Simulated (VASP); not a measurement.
# Al (Im-3m) in VASP: notebook

The runs below take Al through relaxation of cell and atoms, with r2SCAN.

Program: VASP 6.6.1. These are calculated values, not measurements. Logs are shortened: lines on timing, memory, paths and dates and some standing lists are left out, and cuts for length are marked.

## (1) The cell of the first run

Symmetry: Im-3m, No. 229, cubic system. The conventional cell has a = 3.210 Å, b = 3.210 Å, c = 3.210 Å, α = 90.00°, β = 90.00°, γ = 90.00°. Al (site symmetry m-3m) has 14 Al at 2.78 to 3.21 Å within 3.7 Å.

## (2) Relaxation of cell and atoms, r2SCAN

POSCAR reads:

```
Al
1.0
    1.6050000000      1.6050000000      1.6050000000
   -1.6050000000      1.6050000000      1.6050000000
   -1.6050000000     -1.6050000000      1.6050000000
Al
1
Direct
    0.0000000000      0.0000000000      0.0000000000
```

INCAR.step1 reads:

```
  PREC = Accurate
  ENCUT = 600
  ISMEAR = 1
  SIGMA = 0.1
  LREAL = F
  LASPH = T
  NELM = 60
  GGA = PE
  ALGO = Normal
  EDIFF = 1E-4
  LWAVE = T
  LCHARG = F
```

INCAR.step2 reads:

```
  PREC = Accurate
  ENCUT = 600
  EDIFF = 1E-7
  ISMEAR = 1
  SIGMA = 0.1
  LREAL = F
  LASPH = T
  NELM = 60
  ALGO = Normal
  ISIF = 3
  LWAVE = F
  LCHARG = F
  METAGGA = R2SCAN
  LMIXTAU = T
  IBRION = 2
  NSW = 80
  EDIFFG = -0.02
  ISTART = 1
```

KPOINTS reads:

```
Automatic mesh
0
Gamma
  10 10 10
```

Potentials or basis: VASP PAW PBE potentials, release 64 (Al).

The run is started by

```console
$ cat potpaw_PBE.64/Al/POTCAR > POTCAR
$ cp INCAR.step1 INCAR
$ mpirun -np 1 vasp_std > vasp.out
$ cp INCAR.step2 INCAR
$ mpirun -np 1 vasp_std > vasp.out
```

OUTCAR:

```text
PREC = Accurate
   ENCUT = 600
   EDIFF = 1E-7
   ISMEAR = 1
   LREAL = F
   LASPH = T
   NELM = 60
   ISIF = 3
   METAGGA = R2SCAN
   IBRION = 2
   NSW = 80
   EDIFFG = -0.02
   ISTART = 1

 ion  position               nearest neighbor table
   1  0.000  0.000  0.000-

  LATTYP: Found a body centered cubic cell.
 ALAT       =     3.2100000000

  Lattice vectors:

 A1 = (   1.6050000000,  -1.6050000000,  -1.6050000000)
 A2 = (   1.6050000000,   1.6050000000,   1.6050000000)
 A3 = (  -1.6050000000,  -1.6050000000,   1.6050000000)

Analysis of symmetry for initial positions (statically):
=====================================================================
 Subroutine PRICEL returns:
 Original cell was already a primitive cell.

 Routine SETGRP: Setting up the symmetry group for a
 body centered cubic supercell.

 Subroutine GETGRP returns: Found 48 space group operations
 (whereof 48 operations were pure point group operations)
 out of a pool of 48 trial point group operations.

The static configuration has the point symmetry O_h .

Analysis of symmetry for dynamics (positions and initial velocities):
=====================================================================
 Subroutine PRICEL returns:
 Original cell was already a primitive cell.

 Routine SETGRP: Setting up the symmetry group for a
 body centered cubic supercell.

 Subroutine GETGRP returns: Found 48 space group operations
 (whereof 48 operations were pure point group operations)
 out of a pool of 48 trial point group operations.

The dynamic configuration has the point symmetry O_h .

 Subroutine INISYM returns: Found 48 space group operations
 (whereof 48 operations are pure point group operations),
 and found     1 'primitive' translations

----------------------------------------------------------------------------------------

                                     Primitive cell

  volume of cell :      16.5381

  direct lattice vectors                    reciprocal lattice vectors
     1.605000000  1.605000000  1.605000000     0.311526480  0.000000000  0.311526480
    -1.605000000  1.605000000  1.605000000    -0.311526480  0.311526480  0.000000000
    -1.605000000 -1.605000000  1.605000000     0.000000000 -0.311526480  0.311526480
[... 85 lines left out ...]
   NSW    =     80    number of steps for IOM
   IBRION =      2    ionic relax: 0-MD 1-quasi-New 2-CG
   NFREE  =      1    steps in history (QN), initial steepest desc. (CG)
   ISIF   =      3    stress and relaxation
   ISYM   =      2    0-nonsym 1-usesym 2-fastsym
   POTIM  = 0.5000    time-step for ionic-motion
   TEBEG  =    0.0;   TEEND  =   0.0 temperature during run
   PSTRESS=    0.0 pullay stress
   NELECT =       3.0000    total number of electrons
   NUPDOWN=      -1.0000    fix difference up-down
   EMIN   =  10.00;   EMAX   =-10.00  energy-range for DOS
   EFERMI =   0.00;   METHOD = LEGACY
   ISMEAR =     1;   SIGMA  =   0.10  broadening in eV -4-tet -1-fermi 0-gaus
   EFERMI_NEDOS =   21; number of points for ismear=-14 and -15
   IALGO  =     38    algorithm
   IMIX   =      4    mixing-type and parameters
     AMIX     =   0.40;   BMIX     =  1.00
     AMIX_MAG =   1.60;   BMIX_MAG =  1.00
  volume/ion in A,a.u.               =      16.54       111.60
  Fermi-wavevector in a.u.,A,eV,Ry     =   0.926731  1.751267 11.685089  0.858830
  Thomas-Fermi vector in A             =   2.052725
   LORBIT       =      0    0 simple, 1 ext, 2 COOP (PROOUT), +10 PAW based schemes
   METAGGA = R2SCAN    functional components
   LHFCALC =     F    Hartree Fock is set to
   AEXX    =    0.0000 exact exchange contribution
   IVDW    =     0    specifies the selected vdW correction
   LEPSILON=     F    determine dielectric tensor
   LRPA    =     F    only Hartree local field effects (RPA)
 conjugate gradient relaxation of ions
 non-spin polarized calculation
 Methfessel and Paxton  Order N= 1 SIGMA  =   0.10
  energy-cutoff  :      600.00
  volume of cell :       16.54
 maximum number of plane-waves:       586
 NGX is ok and might be reduce to    24
   NGX = 11   NGY = 11   NGZ = 11

--------------------------------------- Ionic step        1  -------------------------------------------

 number of electron       3.0000000 magnetization

 Free energy of the ion-electron system (eV)
  ---------------------------------------------------
  ext. energy  EPLUGINS =         0.00000000
  ---------------------------------------------------
  free energy    TOTEN  =        -6.63261580 eV

  energy without entropy =       -6.63228286  energy(sigma->0) =       -6.63250482

------------------------ aborting loop because EDIFF is reached ----------------------------------------

  FORCE on cell =-STRESS in cart. coord.  units (eV):
  Direction    XX          YY          ZZ          XY          YZ          ZX
  --------------------------------------------------------------------------------------
  -------------------------------------------------------------------------------------
  Total       -0.1252459     -0.1252459     -0.1252459     -0.0000000      0.0000000     -0.0000000
  in kB      -12.1335786    -12.1335786    -12.1335786     -0.0000000      0.0000000     -0.0000000
  external PRESSURE =     -12.1335786 kB  Pullay stress =       0.0000000 kB
[... 57 lines left out ...]
--------------------------------------- Ionic step        3  -------------------------------------------

 number of electron       3.0000000 magnetization

 Free energy of the ion-electron system (eV)
  ---------------------------------------------------
  ext. energy  EPLUGINS =         0.00000000
  ---------------------------------------------------
  free energy    TOTEN  =        -6.63358445 eV

  energy without entropy =       -6.63335963  energy(sigma->0) =       -6.63350951

 E-fermi :   8.1141     XC(G=0): -10.9715

 val. band max:        8.0043271578   @ k =   0.5000   0.4000   0.4000
 cond. band min:       8.1402238519   @ k =   0.4000   0.2000   0.2000
 fundamental gap:      0.1358966942
 Fermi energy:         8.1141255564

 k-point     1 :       0.0000    0.0000    0.0000
  band No.  band energies     occupation
      1      -3.7881      2.00000
      2      22.2838      0.00000
      3      22.2838      0.00000
      4      22.2838      0.00000
      5      24.2819      0.00000
[... 177 lines left out ...]
 k-point    24 :       0.5000    0.3000    0.1000
  band No.  band energies     occupation
      1       2.8438      2.00000
      2       8.2942     -0.02881
      3       9.2428     -0.00000
      4      19.6581      0.00000
      5      19.9501      0.00000

 [... further k-points ...]
[... 5 lines left out ...]
  --------------------------------------------------------------------------------------
  -------------------------------------------------------------------------------------
  Total        0.0023695      0.0023695      0.0023695     -0.0000000     -0.0000000     -0.0000000
  in kB        0.2330249      0.2330249      0.2330249     -0.0000000     -0.0000000     -0.0000000
  external PRESSURE =       0.2330249 kB  Pullay stress =       0.0000000 kB
[... 16 lines left out ...]
  FREE ENERGIE OF THE ION-ELECTRON SYSTEM (eV)
  ---------------------------------------------------
  free  energy   TOTEN  =        -6.6335844475 eV

  energy  without entropy=       -6.6333596303  energy(sigma->0) =       -6.63350951

 reached required accuracy - stopping structural energy minimisation
```

OSZICAR.step1:

```text
N       E                     dE             d eps       ncg     rms          rms(c)
DAV:   1    -0.137463777706E+01   -0.13746E+01   -0.89785E+02   485   0.373E+02
DAV:   2    -0.365397728482E+01   -0.22793E+01   -0.21009E+01   605   0.323E+01
DAV:   3    -0.368657003924E+01   -0.32593E-01   -0.32923E-01   670   0.409E+00
DAV:   4    -0.368663002062E+01   -0.59981E-04   -0.59982E-04   700   0.189E-01
DAV:   5    -0.368663006266E+01   -0.42045E-07   -0.41933E-07   650   0.417E-03    0.123E+00
DAV:   6    -0.367271514021E+01    0.13915E-01   -0.18855E-03   605   0.316E-01    0.709E-01
DAV:   7    -0.366302726291E+01    0.96879E-02   -0.56171E-03   625   0.512E-01    0.139E-01
DAV:   8    -0.366302228258E+01    0.49803E-05   -0.27958E-05   575   0.520E-02
   1 F= -.36630223E+01 E0= -.36627242E+01  d E =-.894324E-03
```

It took 16 s on 1 thread of Intel Xeon 6975P-C (Granite Rapids), shared host; peak memory 0.13 GiB.

What came out:

```yaml
Free_energy: -6.6336 eV
Relaxed_volume: 16.29 Å³/atom
Relaxed_cell: a = 2.766 Å, b = 2.766 Å, c = 2.766 Å, α = 70.53°, β = 109.47°, γ = 70.53°
Space_group_after_relaxing_to_0.05_Å: Im-3m (No. 229)
Energy_gained_by_relaxing: 1.0 meV/atom
Ionic_steps: 3
Pressure_after_relaxing: 0.0 GPa
```

The path:
```csv
step,energy change (eV),largest force (eV/Å),pressure (GPa),volume (Å³)
1,0.0000,0.0000,-1.21,16.54
2,-0.0009,0.0000,0.29,16.24
3,-0.0010,0.0000,0.02,16.29
```

Final structure:
```yaml
crystal:
  lattice:
    - [1.59698, 1.59698, 1.59698]
    - [-1.59698, 1.59698, 1.59698]
    - [-1.59698, -1.59698, 1.59698]
  atoms:
    - { symbol: Al, position: [0.00000, 0.00000, 0.00000] }
```

Caveat: the PAW data sets were made with another functional, which shifts forces and pressure a little.

## (3) Relaxation of cell and atoms, r2SCAN, target pressure 5 GPa, at which the enthalpy is minimised

POSCAR is that of step 2.

INCAR.step1 reads:

```
SYSTEM = Al
ALGO = Normal
EDIFF = 1E-4
ENCUT = 600
GGA = PE
ISMEAR = 1
LASPH = .True.
LCHARG = .False.
LREAL = .False.
LWAVE = .True.
NELM = 100
PREC = Accurate
SIGMA = 0.1
```

INCAR.step2 reads:

```
SYSTEM = Al
ALGO = Normal
EDIFF = 1E-7
EDIFFG = -0.02
ENCUT = 600
IBRION = 2
ISIF = 3
ISMEAR = 1
ISTART = 1
LASPH = .True.
LCHARG = .False.
LMIXTAU = .True.
LREAL = .False.
LWAVE = .False.
METAGGA = R2SCAN
NELM = 100
NSW = 80
PREC = Accurate
PSTRESS = 50.0
SIGMA = 0.1
```

KPOINTS reads:

```
k-points
0
Gamma
  10 10 10
  0 0 0
```

Potentials or basis: VASP PAW PBE potentials, release 64 (Al).

The run is started by

```console
$ cat potpaw_PBE.64/Al/POTCAR > POTCAR
$ cp INCAR.step1 INCAR
$ mpirun -np 1 vasp_std > vasp.out
$ cp INCAR.step2 INCAR
$ mpirun -np 1 vasp_std > vasp.out
```

Run time: 17 s. Hardware: 1 thread of Intel Xeon 6975P-C (Granite Rapids), shared host; peak memory 0.13 GiB.

The run converged. Its results:

- Free energy: -6.6211 eV
- Relaxed volume: 15.46 Å³/atom
- Relaxed cell: a = 2.718 Å, b = 2.718 Å, c = 2.718 Å, α = 70.53°, β = 109.47°, γ = 70.53°
- Space group after relaxing (to 0.05 Å): Im-3m (No. 229)
- Energy change on relaxing (the enthalpy is what falls): +11.6 meV/atom
- Ionic steps: 3
- Pressure after relaxing: 5.1 GPa

Step by step:
```csv
step,energy change (eV),largest force (eV/Å),pressure (GPa),volume (Å³)
1,0.0000,0.0000,-1.21,16.54
2,0.0280,0.0000,7.94,15.05
3,0.0116,0.0000,5.09,15.46
```

Final structure:
```
Al
1.0
     1.56925    1.56925    1.56925
    -1.56925    1.56925    1.56925
    -1.56925   -1.56925    1.56925
Al
1
Direct
  0.00000 0.00000 0.00000
```

Levels at points of the mesh, in eV from the Fermi level:
```csv
k point,band 1,band 2,band 3,band 4,band 5
"(0.00, 0.00, 0.00)",-12.28,14.50,14.50,14.50,17.02
"(0.50, 0.00, 0.00)",-4.92,-4.03,8.89,9.42,11.17
"(0.50, 0.50, 0.50)",2.18,2.18,2.18,2.91,2.91
```

Caveat: the cell is relaxed towards a set pressure, so the enthalpy falls and the energy may rise; the PAW data sets were made with another functional, which shifts forces and pressure a little.

## (4) Relaxation of cell and atoms, r2SCAN, target pressure 10 GPa, at which the enthalpy is minimised

POSCAR is that of step 3.

INCAR.step1 reads:

```
SYSTEM = Al
PREC = Accurate
ENCUT = 600
ISMEAR = 1
SIGMA = 0.1
LREAL = .FALSE.
LASPH = .TRUE.
NELM = 80
GGA = PE
ALGO = Normal
EDIFF = 1E-4
LWAVE = .TRUE.
LCHARG = .FALSE.
```

INCAR.step2 reads:

```
SYSTEM = Al
PREC = Accurate
ENCUT = 600
EDIFF = 1E-6
ISMEAR = 1
SIGMA = 0.1
LREAL = .FALSE.
LASPH = .TRUE.
NELM = 80
ALGO = Normal
ISIF = 3
LWAVE = .FALSE.
LCHARG = .FALSE.
METAGGA = R2SCAN
LMIXTAU = .TRUE.
IBRION = 2
NSW = 80
EDIFFG = -0.02
PSTRESS = 100.0
ISTART = 1
```

KPOINTS reads:

```
regular mesh
0
G
  10 10 10
  0 0 0
```

The run is started by

```console
$ cat potpaw_PBE.64/Al/POTCAR > POTCAR
$ cp INCAR.step1 INCAR
$ mpirun -np 1 vasp_std > vasp.out
$ cp INCAR.step2 INCAR
$ mpirun -np 1 vasp_std > vasp.out
```

Wall time 15 s (1 thread of Intel Xeon 6975P-C (Granite Rapids), shared host); peak memory 0.14 GiB.

The run converged. Its results:

```
Free energy                                            : -6.5869 eV
Relaxed volume                                         : 14.74 Å³/atom
Relaxed cell                                           : a = 2.675 Å, b = 2.675 Å, c = 2.675 Å, α = 70.53°, β = 109.47°, γ = 70.53°
Space group after relaxing (to 0.05 Å)                 : Im-3m (No. 229)
Energy change on relaxing (the enthalpy is what falls) : +45.7 meV/atom
Ionic steps                                            : 3
Pressure after relaxing                                : 10.2 GPa
```

Step by step:
```tsv
step	energy change (eV)	largest force (eV/Å)	pressure (GPa)	volume (Å³)
1	0.0000	0.0000	-1.21	16.54
2	0.1130	0.0000	16.59	13.92
3	0.0457	0.0000	10.17	14.74
```

Final structure:
```
CELL_PARAMETERS angstrom
1.54447 1.54447 1.54447
-1.54447 1.54447 1.54447
-1.54447 -1.54447 1.54447
ATOMIC_POSITIONS crystal
Al 0.00000 0.00000 0.00000
```

Levels at points of the mesh, in eV from the Fermi level:
```tsv
k point	band 1	band 2	band 3	band 4	band 5
(0.00, 0.00, 0.00)	-12.65	14.80	14.80	14.80	17.81
(0.50, 0.00, 0.00)	-5.12	-4.11	8.99	9.82	11.51
(0.50, 0.50, 0.50)	2.26	2.26	2.26	2.80	2.80
```

Caveat: the cell is relaxed towards a set pressure, so the enthalpy falls and the energy may rise; the PAW data sets were made with another functional, which shifts forces and pressure a little.

## (5) Relaxation of cell and atoms, r2SCAN, target pressure 20 GPa, at which the enthalpy is minimised

POSCAR is that of step 4.

INCAR.step1 reads:

```
SYSTEM = Al
PREC = Accurate
ENCUT = 600
ISMEAR = 1
SIGMA = 0.1
LREAL = .False.
LASPH = .True.
NELM = 60
GGA = PE
ALGO = Normal
EDIFF = 1E-4
LWAVE = .True.
LCHARG = .False.
```

INCAR.step2 reads:

```
SYSTEM = Al
PREC = Accurate
ENCUT = 600
EDIFF = 1E-7
ISMEAR = 1
SIGMA = 0.1
LREAL = .False.
LASPH = .True.
NELM = 60
ALGO = Normal
ISIF = 3
LWAVE = .False.
LCHARG = .False.
METAGGA = R2SCAN
LMIXTAU = .True.
IBRION = 2
NSW = 80
EDIFFG = -0.02
PSTRESS = 200.0
ISTART = 1
```

KPOINTS reads:

```
Automatic mesh
0
Gamma
  10 10 10
  0 0 0
```

The run is started by

```console
$ cat potpaw_PBE.64/Al/POTCAR > POTCAR
$ cp INCAR.step1 INCAR
$ mpirun -np 1 vasp_std > vasp.out
$ cp INCAR.step2 INCAR
$ mpirun -np 1 vasp_std > vasp.out
```

It took 22 s on 1 thread of Intel Xeon 6975P-C (Granite Rapids), shared host; peak memory 0.14 GiB.

Results (log left out):

```yaml
Free_energy: -6.4854 eV
Relaxed_volume: 13.62 Å³/atom
Relaxed_cell: a = 2.606 Å, b = 2.606 Å, c = 2.606 Å, α = 70.53°, β = 109.47°, γ = 70.53°
Space_group_after_relaxing_to_0.05_Å: Im-3m (No. 229)
Energy_change_on_relaxing_the_enthalpy_is_what_falls: +147.2 meV/atom
Ionic_steps: 4
Pressure_after_relaxing: 19.8 GPa
```

The path:
```csv
step,energy change (eV),largest force (eV/Å),pressure (GPa),volume (Å³)
1,0.0000,0.0000,-1.21,16.54
2,0.5171,0.0000,49.56,11.83
3,0.1365,0.0000,18.78,13.71
4,0.1472,0.0000,19.78,13.62
```

Final structure:
```
Al
1.0
     1.50435    1.50435    1.50435
    -1.50435    1.50435    1.50435
    -1.50435   -1.50435    1.50435
Al
1
Direct
  0.00000 0.00000 0.00000
```

Levels at points of the mesh, in eV from the Fermi level:
| k point | band 1 | band 2 | band 3 | band 4 | band 5 |
| --- | --- | --- | --- | --- | --- |
| (0.00, 0.00, 0.00) | -13.28 | 15.30 | 15.30 | 15.30 | 19.19 |
| (0.50, 0.00, 0.00) | -5.46 | -4.25 | 9.15 | 10.52 | 12.09 |
| (0.50, 0.50, 0.50) | 2.42 | 2.42 | 2.42 | 2.63 | 2.63 |

Caveat: the cell is relaxed towards a set pressure, so the enthalpy falls and the energy may rise; the volume moved by over 15 % at a fixed basis, so the end points are rough; the PAW data sets were made with another functional, which shifts forces and pressure a little.

## (6) Summary

```tsv
cell	gap on the mesh (eV)	pressure (GPa)
relaxed	none	0.0
relaxed to 5 GPa	none	5.1
relaxed to 10 GPa	none	10.2
relaxed to 20 GPa	none	19.8
```

Alike in all rows: task relaxation of cell and atoms; level r2SCAN; potentials or basis VASP PAW PBE potentials, release 64 (Al); no spin polarisation; k mesh 10 × 10 × 10; cutoff (eV) 600; smearing methfessel-paxton 0.1 eV.

Caveats: the PAW data sets were made with another functional, which shifts forces and pressure a little; the cell is relaxed towards a set pressure, so the enthalpy falls and the energy may rise (some runs); the volume moved by over 15 % at a fixed basis, so the end points are rough (some runs).

Absolute energies hang on the potentials; compare differences alone.
